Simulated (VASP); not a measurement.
# Co (P6_3/mmc) in VASP: notebook, part 2 of 2

VASP 6.6.1. Earlier steps stand in the parts before.

## Step 3: Single point, PBE, collinear spin, ferromagnetic start (volume scaled by 1.020)

File INCAR:

```
SYSTEM = Co
PREC = Accurate ; ENCUT = 520
EDIFF = 1E-7 ; ISMEAR = 0
SIGMA = 0.05 ; LREAL = .False.
LASPH = .True. ; NELM = 150
ALGO = Normal ; ISIF = 2
LWAVE = .False. ; LCHARG = .False.
ISPIN = 2 ; MAGMOM = 1.85 1.85
LORBIT = 11 ; LMAXMIX = 4
GGA = PE ; NBANDS = 20
```

File KPOINTS:

```
Automatic mesh
0
Gamma
  20 20 12
  0 0 0
```

File POSCAR:

```
Co
1.0
    2.5102283055      0.0000000000      0.0000000000
   -1.2551141528      2.1739214819      0.0000000000
    0.0000000000      0.0000000000      4.0567803046
Co
2
Direct
    0.3333333333      0.6666666667      0.2500000000
    0.6666666667      0.3333333333      0.7500000000
```

Potentials or basis: VASP PAW PBE potentials, release 64 (Co).

Started as:

```bash
$ cat potpaw_PBE.64/Co/POTCAR > POTCAR
$ mpirun -np 1 vasp_std > vasp.out
```

OUTCAR:

```text
SYSTEM = Co
   PREC = Accurate
   ENCUT = 520
   EDIFF = 1E-7
   ISMEAR = 0
   LREAL = .False.
   LASPH = .True.
   NELM = 150
   ISIF = 2
   ISPIN = 2
   LORBIT = 11
   GGA = PE

 ion  position               nearest neighbor table
   1  0.333  0.667  0.250-   2 2.49   2 2.49   2 2.49   2 2.49   2 2.49   2 2.49
   2  0.667  0.333  0.750-   1 2.49   1 2.49   1 2.49   1 2.49   1 2.49   1 2.49

  LATTYP: Found a hexagonal cell.
 ALAT       =     2.5102283055
 C/A-ratio  =     1.6161001355

  Lattice vectors:

 A1 = (   2.5102283055,   0.0000000000,   0.0000000000)
 A2 = (  -1.2551141528,   2.1739214819,   0.0000000000)
 A3 = (   0.0000000000,   0.0000000000,   4.0567803046)

Analysis of symmetry for initial positions (statically):
=====================================================================
 Subroutine PRICEL returns:
 Original cell was already a primitive cell.

 Routine SETGRP: Setting up the symmetry group for a
 hexagonal supercell.

 Subroutine GETGRP returns: Found 24 space group operations
 (whereof 12 operations were pure point group operations)
 out of a pool of 24 trial point group operations.

The static configuration has the point symmetry D_3d.
 The point group associated with its full space group is D_6h.

Analysis of symmetry for dynamics (positions and initial velocities):
=====================================================================
 Subroutine PRICEL returns:
 Original cell was already a primitive cell.

 Routine SETGRP: Setting up the symmetry group for a
 hexagonal supercell.

 Subroutine GETGRP returns: Found 24 space group operations
 (whereof 12 operations were pure point group operations)
 out of a pool of 24 trial point group operations.

The dynamic configuration has the point symmetry D_3d.
 The point group associated with its full space group is D_6h.

Analysis of structural, dynamic, and magnetic symmetry:
=====================================================================
 Subroutine PRICEL returns:
 Original cell was already a primitive cell.

 Routine SETGRP: Setting up the symmetry group for a
 hexagonal supercell.

 Subroutine GETGRP returns: Found 24 space group operations
 (whereof 12 operations were pure point group operations)
 out of a pool of 24 trial point group operations.

The overall configuration has the point symmetry D_3d.
 The point group associated with its full space group is D_6h.

 Subroutine INISYM returns: Found 24 space group operations
 (whereof 12 operations are pure point group operations),
 and found     1 'primitive' translations

----------------------------------------------------------------------------------------

                                     Primitive cell

  volume of cell :      22.1380

  direct lattice vectors                    reciprocal lattice vectors
     2.510228306  0.000000000  0.000000000     0.398370139  0.229999107  0.000000000
    -1.255114153  2.173921482  0.000000000     0.000000000  0.459998214  0.000000000
     0.000000000  0.000000000  4.056780305     0.000000000  0.000000000  0.246500901

  length of vectors
     2.510228306  2.510228306  4.056780305     0.459998214  0.459998214  0.246500901

  position of ions in fractional coordinates (direct lattice)
     0.333333333  0.666666667  0.250000000
     0.666666667  0.333333333  0.750000000

  ion indices of the primitive-cell ions
   primitive index   ion index
                 1           1
[... 63 lines left out ...]
 SYSTEM =  Co
   PREC   = accura    normal or accurate (medium, high low for compatibility)
   ISTART =      0    job   : 0-new  1-cont  2-samecut
   ICHARG =      2    charge: 1-file 2-atom 10-const
   ISPIN  =      2    spin polarized calculation?
   LNONCOLLINEAR =      F non collinear calculations
   LSORBIT =      F    spin-orbit coupling
   LASPH  =      T    aspherical Exc in radial PAW
   ENCUT  =  520.0 eV  38.22 Ry    6.18 a.u.   4.67  4.67  7.54*2*pi/ulx,y,z
   NELM   =    150;   NELMIN=  2; NELMDL= -5     # of ELM steps
   EDIFF  = 0.1E-06   stopping-criterion for ELM
   LREAL  =      F    real-space projection
   EDIFFG = 0.1E-05   stopping-criterion for IOM
   NSW    =      0    number of steps for IOM
   IBRION =     -1    ionic relax: 0-MD 1-quasi-New 2-CG
   NFREE  =      0    steps in history (QN), initial steepest desc. (CG)
   ISIF   =      2    stress and relaxation
   ISYM   =      2    0-nonsym 1-usesym 2-fastsym
   POTIM  = 0.5000    time-step for ionic-motion
   TEBEG  =    0.0;   TEEND  =   0.0 temperature during run
   PSTRESS=    0.0 pullay stress
   NELECT =      18.0000    total number of electrons
   NUPDOWN=      -1.0000    fix difference up-down
   EMIN   =  10.00;   EMAX   =-10.00  energy-range for DOS
   EFERMI =   0.00;   METHOD = LEGACY
   ISMEAR =     0;   SIGMA  =   0.05  broadening in eV -4-tet -1-fermi 0-gaus
   EFERMI_NEDOS =   21; number of points for ismear=-14 and -15
   IALGO  =     38    algorithm
   IMIX   =      4    mixing-type and parameters
     AMIX     =   0.40;   BMIX     =  1.00
     AMIX_MAG =   1.60;   BMIX_MAG =  1.00
  volume/ion in A,a.u.               =      11.07        74.70
  Fermi-wavevector in a.u.,A,eV,Ry     =   1.527986  2.887476 31.766098  2.334742
  Thomas-Fermi vector in A             =   2.635807
   LORBIT       =     11    0 simple, 1 ext, 2 COOP (PROOUT), +10 PAW based schemes
   GGA     = PE    functional components
   LHFCALC =     F    Hartree Fock is set to
   AEXX    =    0.0000 exact exchange contribution
   IVDW    =     0    specifies the selected vdW correction
   LEPSILON=     F    determine dielectric tensor
   LRPA    =     F    only Hartree local field effects (RPA)
 spin polarized calculation
 Gauss-broadening in eV      SIGMA  =   0.05
  energy-cutoff  :      520.00
  volume of cell :       22.14
 maximum number of plane-waves:       612
 NGX is ok and might be reduce to    20
   NGX =  9   NGY =  9   NGZ = 15

 number of electron      18.0000000 magnetization       3.2160235

 Free energy of the ion-electron system (eV)
  ---------------------------------------------------
  ext. energy  EPLUGINS =         0.00000000
  ---------------------------------------------------
  free energy    TOTEN  =       -14.06544687 eV

  energy without entropy =      -14.06290497  energy(sigma->0) =      -14.06417592

 E-fermi :   9.9734     XC(G=0): -13.2860

 val. band max:        9.9730420431   @ k =   0.4000   0.2000   0.5000
 cond. band min:       9.9760517355   @ k =   0.0500   0.0000   0.1667
 fundamental gap:      0.0030096924
 Fermi energy:         9.9733976163

 spin component 1

 k-point     1 :       0.0000    0.0000    0.0000
  band No.  band energies     occupation
      1       1.1883      1.00000
      2       4.9457      1.00000
      3       7.4016      1.00000
      4       7.4203      1.00000
      5       7.4203      1.00000
      6       7.7221      1.00000
[... 541 lines left out ...]
     19      33.9031      0.00000
     20      34.8423      0.00000

 [... further k-points ...]

 spin component 2

 k-point     1 :       0.0000    0.0000    0.0000
  band No.  band energies     occupation
      1       1.1729      1.00000
      2       5.8863      1.00000
      3       9.0334      1.00000
      4       9.0567      1.00000
      5       9.0567      1.00000
      6       9.4117      1.00000
[... 541 lines left out ...]
     19      34.1998      0.00000
     20      35.1924      0.00000

 [... further k-points ...]
[... 5 lines left out ...]
  --------------------------------------------------------------------------------------
  -------------------------------------------------------------------------------------
  Total       -0.6522776     -0.6522776     -0.6587043      0.0000000     -0.0000000      0.0000000
  in kB      -47.2067934    -47.2067934    -47.6719044      0.0000000     -0.0000000      0.0000000
  external PRESSURE =     -47.3618304 kB  Pullay stress =       0.0000000 kB

 VOLUME and BASIS-vectors are now :
 -----------------------------------------------------------------------------
  energy-cutoff  :      520.00
  volume of cell :       22.14
      direct lattice vectors                 reciprocal lattice vectors
     2.510228306  0.000000000  0.000000000     0.398370139  0.229999107  0.000000000
    -1.255114153  2.173921482  0.000000000     0.000000000  0.459998214  0.000000000
     0.000000000  0.000000000  4.056780305     0.000000000  0.000000000  0.246500901

 POSITION                                       TOTAL-FORCE (eV/Angst)
 -----------------------------------------------------------------------------------
     -0.00000      1.44928      1.01420         0.000000     -0.000000      0.000000
      1.25511      0.72464      3.04259        -0.000000      0.000000      0.000000
 -----------------------------------------------------------------------------------
    total drift:                               -0.000000      0.000000     -0.000000

  FREE ENERGIE OF THE ION-ELECTRON SYSTEM (eV)
  ---------------------------------------------------
  free  energy   TOTEN  =       -14.0654468701 eV

  energy  without entropy=      -14.0629049703  energy(sigma->0) =      -14.06417592

 total charge

# of ion       s       p       d       tot
------------------------------------------
    1        0.480   0.503   7.252   8.235
    2        0.480   0.503   7.252   8.235
--------------------------------------------------
tot          0.960   1.006  14.505  16.470

 magnetization (x)

# of ion       s       p       d       tot
------------------------------------------
    1       -0.015  -0.054   1.702   1.633
    2       -0.015  -0.054   1.702   1.633
--------------------------------------------------
tot         -0.030  -0.109   3.404   3.265
```

Wall time 7.8 min (1 thread of Oxide Virtual Turin-like, shared host); peak memory 0.25 GiB.

Results:

```yaml
Free_energy: -14.0654 eV
Pressure: -4.7 GPa
Net_moment: 3.22 μB per cell
Site_moments: Co +1.63 μB
Valence_electrons_inside_the_program's_atomic_spheres: Co 8.23
```
